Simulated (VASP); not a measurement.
# PbS (Galena) (Fm-3m) in VASP: notebook

Aim: see how the results for PbS (Galena) move with the level of theory and the settings. Levels: PBE, PBE+D4. Tasks: single point.

Everything below comes from runs of VASP 6.6.1. Logs are shortened: lines on timing, memory, paths and dates and some standing lists are left out, and cuts for length are marked.

### 1 The cell of the first run

Symmetry: Fm-3m, No. 225, cubic system. Conventional cell: a = 6.010 Å, b = 6.010 Å, c = 6.010 Å, α = 90.00°, β = 90.00°, γ = 90.00°. Pb (site symmetry m-3m) has 6 S at 3.00 Å within 4.0 Å. Within 4.0 Å of S (site symmetry m-3m) lie 6 Pb at 3.00 Å.

### 2 Single point, PBE

Contents of INCAR:

```
ALGO = Normal
EDIFF = 1E-6
ENCUT = 520
GGA = PE
ISIF = 2
ISMEAR = -1
LASPH = True
LCHARG = True
LELF = True
LREAL = False
LVHAR = True
LWAVE = False
NBANDS = 17
NELM = 100
PREC = Accurate
SIGMA = 0.05
```

Contents of KPOINTS:

```
k-points
0
Gamma
  8 8 8
```

Contents of POSCAR:

```
PbS
1.0
    0.0000000000      3.0047775019      3.0047775019
    3.0047775019      0.0000000000      3.0047775019
    3.0047775019      3.0047775019      0.0000000000
Pb S
1 1
Direct
    0.0000000000      0.0000000000      0.0000000000
    0.5000000000      0.5000000000      0.5000000000
```

Potentials or basis: VASP PAW PBE potentials, release 64 (Pb_d, S).

Command:

```bash
cat potpaw_PBE.64/Pb_d/POTCAR potpaw_PBE.64/S/POTCAR > POTCAR
mpirun -np 1 vasp_std > vasp.out
```

OUTCAR:

```text
EDIFF = 1E-6
   ENCUT = 520
   GGA = PE
   ISIF = 2
   ISMEAR = -1
   LASPH = True
   LREAL = False
   NELM = 100
   PREC = Accurate

 ion  position               nearest neighbor table
   1  0.000  0.000  0.000-   2 3.00   2 3.00   2 3.00   2 3.00   2 3.00   2 3.00
   2  0.500  0.500  0.500-   1 3.00   1 3.00   1 3.00   1 3.00   1 3.00   1 3.00

  LATTYP: Found a face centered cubic cell.
 ALAT       =     6.0095550038

  Lattice vectors:

 A1 = (   0.0000000000,   3.0047775019,   3.0047775019)
 A2 = (   3.0047775019,   0.0000000000,   3.0047775019)
 A3 = (   3.0047775019,   3.0047775019,   0.0000000000)

Analysis of symmetry for initial positions (statically):
=====================================================================
 Subroutine PRICEL returns:
 Original cell was already a primitive cell.

 Routine SETGRP: Setting up the symmetry group for a
 face centered cubic supercell.

 Subroutine GETGRP returns: Found 48 space group operations
[... 9 lines left out ...]

 Routine SETGRP: Setting up the symmetry group for a
 face centered cubic supercell.

 Subroutine GETGRP returns: Found 48 space group operations
[... 11 lines left out ...]
                                     Primitive cell

  volume of cell :      54.2584

  direct lattice vectors                    reciprocal lattice vectors
     0.000000000  3.004777502  3.004777502    -0.166401672  0.166401672  0.166401672
     3.004777502  0.000000000  3.004777502     0.166401672 -0.166401672  0.166401672
     3.004777502  3.004777502  0.000000000     0.166401672  0.166401672 -0.166401672

  length of vectors
     4.249397095  4.249397095  4.249397095     0.288216150  0.288216150  0.288216150

  position of ions in fractional coordinates (direct lattice)
     0.000000000  0.000000000  0.000000000
     0.500000000  0.500000000  0.500000000

  ion indices of the primitive-cell ions
   primitive index   ion index
                 1           1
                 2           2

----------------------------------------------------------------------------------------

 KPOINTS: k-points

Automatic generation of k-mesh.
 Grid dimensions read from file:
 generate k-points for:    8    8    8

 Generating k-lattice:

  Cartesian coordinates                     Fractional coordinates (reciprocal lattice)
    -0.020800209  0.020800209  0.020800209     0.125000000  0.000000000  0.000000000
     0.020800209 -0.020800209  0.020800209     0.000000000  0.125000000  0.000000000
     0.020800209  0.020800209 -0.020800209     0.000000000  0.000000000  0.125000000

[... 48 lines left out ...]
   ISTART =      0    job   : 0-new  1-cont  2-samecut
   ICHARG =      2    charge: 1-file 2-atom 10-const
   ISPIN  =      1    spin polarized calculation?
   LNONCOLLINEAR =      F non collinear calculations
   LSORBIT =      F    spin-orbit coupling
   LASPH  =      T    aspherical Exc in radial PAW
   ENCUT  =  520.0 eV  38.22 Ry    6.18 a.u.   7.90  7.90  7.90*2*pi/ulx,y,z
   NELM   =    100;   NELMIN=  2; NELMDL= -5     # of ELM steps
   EDIFF  = 0.1E-05   stopping-criterion for ELM
   LREAL  =      F    real-space projection
   EDIFFG = 0.1E-04   stopping-criterion for IOM
   NSW    =      0    number of steps for IOM
   IBRION =     -1    ionic relax: 0-MD 1-quasi-New 2-CG
   NFREE  =      0    steps in history (QN), initial steepest desc. (CG)
   ISIF   =      2    stress and relaxation
   ISYM   =      2    0-nonsym 1-usesym 2-fastsym
   POTIM  = 0.5000    time-step for ionic-motion
   TEBEG  =    0.0;   TEEND  =   0.0 temperature during run
   PSTRESS=    0.0 pullay stress
   NELECT =      20.0000    total number of electrons
   NUPDOWN=      -1.0000    fix difference up-down
   EMIN   =  10.00;   EMAX   =-10.00  energy-range for DOS
   EFERMI =   0.00;   METHOD = LEGACY
   ISMEAR =    -1;   SIGMA  =   0.05  broadening in eV -4-tet -1-fermi 0-gaus
   EFERMI_NEDOS =   21; number of points for ismear=-14 and -15
   IALGO  =     38    algorithm
   IMIX   =      4    mixing-type and parameters
     AMIX     =   0.40;   BMIX     =  1.00
     AMIX_MAG =   1.60;   BMIX_MAG =  1.00
  volume/ion in A,a.u.               =      27.13       183.08
  Fermi-wavevector in a.u.,A,eV,Ry     =   1.173805  2.218169 18.746345  1.377817
  Thomas-Fermi vector in A             =   2.310212
   LORBIT       =      0    0 simple, 1 ext, 2 COOP (PROOUT), +10 PAW based schemes
   GGA     = PE    functional components
[... 5 lines left out ...]
 non-spin polarized calculation
  energy-cutoff  :      520.00
  volume of cell :       54.26
 maximum number of plane-waves:      1476
   NGX = 15   NGY = 15   NGZ = 15

 number of electron      20.0000003 magnetization

 Free energy of the ion-electron system (eV)
  ---------------------------------------------------
  ext. energy  EPLUGINS =         0.00000000
  ---------------------------------------------------
  free energy    TOTEN  =        -8.76992143 eV

  energy without entropy =       -8.76985881  energy(sigma->0) =       -8.76989012

 E-fermi :   5.5268     XC(G=0):  -9.4991

 val. band max:        5.2765723484   @ k =   0.5000   0.0000   0.0000
 cond. band min:       5.7769941591   @ k =   0.5000   0.0000   0.0000
 fundamental gap:      0.5004218107
 Fermi energy:         5.5267957515

 k-point     1 :       0.0000    0.0000    0.0000
  band No.  band energies     occupation
      1     -11.4496      2.00000
      2     -11.4496      2.00000
      3     -11.4496      2.00000
      4     -11.4323      2.00000
      5     -11.4323      2.00000
      6      -7.9354      2.00000
[... 457 lines left out ...]
      4     -11.4241      2.00000
      5     -11.4062      2.00000
      6      -6.5923      2.00000
[... 9 lines left out ...]
     16      16.2409      0.00000
     17      16.4398      0.00000

 [... further k-points ...]

------------------------ aborting loop because EDIFF is reached ----------------------------------------

  FORCE on cell =-STRESS in cart. coord.  units (eV):
  Direction    XX          YY          ZZ          XY          YZ          ZX
  --------------------------------------------------------------------------------------
  -------------------------------------------------------------------------------------
  Total       -0.0370406     -0.0370406     -0.0370406      0.0000000     -0.0000000      0.0000000
  in kB       -1.0937583     -1.0937583     -1.0937583      0.0000000     -0.0000000      0.0000000
  external PRESSURE =      -1.0937583 kB  Pullay stress =       0.0000000 kB

 VOLUME and BASIS-vectors are now :
 -----------------------------------------------------------------------------
  energy-cutoff  :      520.00
  volume of cell :       54.26
      direct lattice vectors                 reciprocal lattice vectors
     0.000000000  3.004777502  3.004777502    -0.166401672  0.166401672  0.166401672
     3.004777502  0.000000000  3.004777502     0.166401672 -0.166401672  0.166401672
     3.004777502  3.004777502  0.000000000     0.166401672  0.166401672 -0.166401672

 POSITION                                       TOTAL-FORCE (eV/Angst)
 -----------------------------------------------------------------------------------
      0.00000      0.00000      0.00000         0.000000      0.000000     -0.000000
      3.00478      3.00478      3.00478         0.000000     -0.000000      0.000000
 -----------------------------------------------------------------------------------
    total drift:                                0.000000     -0.000000     -0.000000

  FREE ENERGIE OF THE ION-ELECTRON SYSTEM (eV)
  ---------------------------------------------------
  free  energy   TOTEN  =        -8.7699214251 eV

  energy  without entropy=       -8.7698588139  energy(sigma->0) =       -8.76989012
```

stdout:

```text
POSCAR found type information on POSCAR PbS
 POSCAR found :  2 types and       2 ions
 scaLAPACK will be used
 LDA part: xc-table for (Slater+PW92), standard interpolation
 POSCAR, INCAR and KPOINTS ok, starting setup
 FFT: planning ... GRIDC
 FFT: planning ... GRID_SOFT
 FFT: planning ... GRID
 WAVECAR not read
 entering main loop
```

Wall time 11 s (1 thread of Intel Xeon Platinum 8559C (Emerald Rapids), shared host); peak memory 0.18 GiB.

Results:

```
Free energy            : -8.7699 eV
Pressure               : -0.1 GPa
Band gap on the k mesh : 0.50 eV, direct
```

Caveat: spin-orbit coupling is left out, which moves the levels of the heavy elements. A k mesh can miss the band edges.

### 3 Single point, PBE

This run uses another cell than the first one, of 27.65 Å³/atom, 1.019 times its volume.

Contents of INCAR:

```
ALGO = Normal ; EDIFF = 1E-7
ENCUT = 520 ; GGA = PE
ISIF = 2 ; ISMEAR = -1
LASPH = T ; LCHARG = F
LREAL = F ; LWAVE = F
NBANDS = 17 ; NELM = 60
PREC = Accurate ; SIGMA = 0.05
```

KPOINTS is that of step 2.

Contents of POSCAR:

```
PbS
1.0
    0.0000000000      3.0239167281      3.0239167281
    3.0239167281      0.0000000000      3.0239167281
    3.0239167281      3.0239167281      0.0000000000
Pb S
1 1
Direct
    0.0000000000      0.0000000000      0.0000000000
    0.5000000000      0.5000000000      0.5000000000
```

Potentials or basis: VASP PAW PBE potentials, release 64 (Pb_d, S).

Command:

```bash
cat potpaw_PBE.64/Pb_d/POTCAR potpaw_PBE.64/S/POTCAR > POTCAR
mpirun -np 1 vasp_std > vasp.out
```

It took 11 s on 1 thread of Intel Xeon Platinum 8559C (Emerald Rapids), shared host; peak memory 0.18 GiB.

It converged, with:

- Free energy: -8.7666 eV
- Pressure: -1.1 GPa
- Band gap on the k mesh: 0.56 eV, direct

Levels at points of the mesh, in eV from the valence-band top:
```tsv
k point	band 7	band 8	band 9	band 10	band 11	band 12	band 13	band 14
(0.00, 0.00, 0.00)	-6.08	-1.84	-1.84	-1.84	5.09	5.09	5.09	6.93
(0.50, 0.00, 0.00)	-8.47	-1.49	-1.49	0.00	0.56	2.13	2.13	8.64
(0.50, 0.50, 0.00)	-7.07	-4.65	-3.02	-3.02	4.17	5.43	5.52	5.52
```

Caveat: spin-orbit coupling is left out, which moves the levels of the heavy elements. A k mesh can miss the band edges.

### 4 Single point, PBE

This run uses another cell than the first one, of 26.09 Å³/atom, 0.962 times its volume.

Contents of INCAR:

```
PREC = Accurate
ENCUT = 520
EDIFF = 1E-6
ISMEAR = -1
SIGMA = 0.02
LREAL = F
LASPH = T
NELM = 60
ALGO = Normal
ISIF = 2
LWAVE = F
LCHARG = F
GGA = PE
NBANDS = 17
```

Contents of KPOINTS:

```
Automatic mesh
0
Gamma
  3 3 3
```

Contents of POSCAR:

```
PbS
1.0
    0.0000000000      2.9657500000      2.9657500000
    2.9657500000      0.0000000000      2.9657500000
    2.9657500000      2.9657500000      0.0000000000
Pb S
1 1
Direct
    0.0000000000      0.0000000000      0.0000000000
    0.5000000000      0.5000000000      0.5000000000
```

Command:

```bash
cat potpaw_PBE.64/Pb_d/POTCAR potpaw_PBE.64/S/POTCAR > POTCAR
mpirun -np 1 vasp_std > vasp.out
```

Run time: 4.9 s. Hardware: 1 thread of Intel Xeon Platinum 8488C (Sapphire Rapids), shared host; peak memory 0.17 GiB.

It converged, with:

| Property | Result |
| --- | --- |
| Free energy | -8.8709 eV |
| Pressure | 1.1 GPa |

Levels at points of the mesh, in eV from the Fermi level:
| k point | band 7 | band 8 | band 9 | band 10 | band 11 | band 12 | band 13 | band 14 |
| --- | --- | --- | --- | --- | --- | --- | --- | --- |
| (0.00, 0.00, 0.00) | -5.85 | -2.00 | -2.00 | -2.00 | 5.41 | 5.41 | 5.41 | 6.92 |

Caveat: the k points lie up to 0.61 Å⁻¹ apart; this odd mesh misses L, where the gap lies, so gap, dielectric constants and Born charges aren't listed; spin-orbit coupling is left out, which moves the levels of the heavy elements.

### 5 Single point, PBE

This run uses another cell than the first one, of 26.09 Å³/atom, 0.962 times its volume.

Contents of INCAR:

```
ALGO     = Normal         # electronic algorithm
EDIFF    = 1E-6           # SCF threshold, eV
ENCUT    = 520            # plane-wave cutoff, eV
GGA      = PE             # functional
ISIF     = 2              # what is computed and relaxed
ISMEAR   = 0              # smearing method
LASPH    = T              # aspherical terms in the spheres
LCHARG   = F              # write CHGCAR
LREAL    = F              # projectors in reciprocal space
LWAVE    = F              # write WAVECAR
NBANDS   = 17             # bands
NELM     = 80             # most SCF steps
PREC     = Accurate       # precision mode
SIGMA    = 0.013000000000000001 # smearing width, eV
```

Contents of KPOINTS:

```
k-points
0
Gamma
  8 8 8
```

POSCAR is that of step 4.

Command:

```bash
cat potpaw_PBE.64/Pb_d/POTCAR potpaw_PBE.64/S/POTCAR > POTCAR
mpirun -np 1 vasp_std > vasp.out
```

It took 16 s on 1 thread of Intel Xeon Platinum 8488C (Sapphire Rapids), shared host; peak memory 0.18 GiB.

It converged, with:

* Free energy: -8.7560 eV
* Pressure: 2.1 GPa
* Band gap on the k mesh: 0.36 eV, direct

Levels at points of the mesh, in eV from the valence-band top:
```
           k point  band 8  band 9  band 10  band 11  band 12  band 13
(0.00, 0.00, 0.00)   -2.17   -2.17    -2.17     5.21     5.21     5.21
(0.50, 0.00, 0.00)   -1.78   -1.78     0.00     0.36     1.96     1.96
(0.50, 0.50, 0.00)   -5.20   -3.44    -3.44     3.86     5.58     5.68
```

Caveat: spin-orbit coupling is left out, which moves the levels of the heavy elements.

### 6 Single point, PBE+D4

This run uses another cell than the first one, of 26.15 Å³/atom, 0.964 times its volume.

Contents of INCAR:

```
PREC     = Accurate       # precision mode
ENCUT    = 520            # plane-wave cutoff, eV
EDIFF    = 1E-6           # SCF threshold, eV
ISMEAR   = -1             # smearing method
SIGMA    = 0.05           # smearing width, eV
LREAL    = F              # projectors in reciprocal space
LASPH    = T              # aspherical terms in the spheres
NELM     = 80             # most SCF steps
ALGO     = Normal         # electronic algorithm
ISIF     = 2              # what is computed and relaxed
LWAVE    = F              # write WAVECAR
LCHARG   = F              # write CHGCAR
GGA      = PE             # functional
IVDW     = 13             # dispersion correction
NBANDS   = 17             # bands
```

Contents of KPOINTS:

```
Automatic mesh
0
Gamma
  8 8 8
```

Contents of POSCAR:

```
PbS
1.0
    0.0000000000      2.9681968633      2.9681968633
    2.9681968633      0.0000000000      2.9681968633
    2.9681968633      2.9681968633      0.0000000000
Pb S
1 1
Direct
    0.0000000000      0.0000000000      0.0000000000
    0.5000000000      0.5000000000      0.5000000000
```

Potentials or basis: VASP PAW PBE potentials, release 64 (Pb_d, S).

Command:

```bash
cat potpaw_PBE.64/Pb_d/POTCAR potpaw_PBE.64/S/POTCAR > POTCAR
mpirun -np 1 vasp_std > vasp.out
```

It took 17 s on 1 thread of Intel Xeon Platinum 8488C (Sapphire Rapids), shared host; peak memory 0.18 GiB.

The run converged. Its results:

```yaml
Free_energy: -9.5131 eV
Pressure: -0.1 GPa
Band_gap_on_the_k_mesh: 0.37 eV, direct
Dispersion_energy_per_atom: -0.378 eV
```

Levels at points of the mesh, in eV from the valence-band top:
| k point | band 8 | band 9 | band 10 | band 11 | band 12 | band 13 |
| --- | --- | --- | --- | --- | --- | --- |
| (0.00, 0.00, 0.00) | -2.16 | -2.16 | -2.16 | 5.21 | 5.21 | 5.21 |
| (0.50, 0.00, 0.00) | -1.77 | -1.77 | 0.00 | 0.37 | 1.97 | 1.97 |
| (0.50, 0.50, 0.00) | -5.17 | -3.42 | -3.42 | 3.88 | 5.57 | 5.68 |

Caveat: spin-orbit coupling is left out, which moves the levels of the heavy elements. A k mesh can miss the band edges.

### 7 Overview

```csv
level,cell,k mesh,smearing,gap on the mesh (eV),pressure (GPa)
PBE,"a = 4.249 Å, angles 60.0°, 2 atoms",8 × 8 × 8,fermi-dirac 0.05 eV,0.50,-0.1
PBE,"a = 4.276 Å, angles 60.0°, 2 atoms",8 × 8 × 8,fermi-dirac 0.05 eV,0.56,-1.1
PBE,"a = 4.194 Å, angles 60.0°, 2 atoms",3 × 3 × 3,fermi-dirac 0.02 eV,-,1.1
PBE,"a = 4.194 Å, angles 60.0°, 2 atoms",8 × 8 × 8,gaussian 0.013 eV,0.36,2.1
PBE+D4,"a = 4.198 Å, angles 60.0°, 2 atoms",8 × 8 × 8,fermi-dirac 0.05 eV,0.37,-0.1
```

Alike in all rows: task single point; potentials or basis VASP PAW PBE potentials, release 64 (Pb_d, S); no spin polarisation; cutoff (eV) 520.

Caveats: some runs use coarse meshes; spin-orbit coupling is left out, which moves the levels of the heavy elements.

Absolute energies hang on the potentials; compare differences alone.
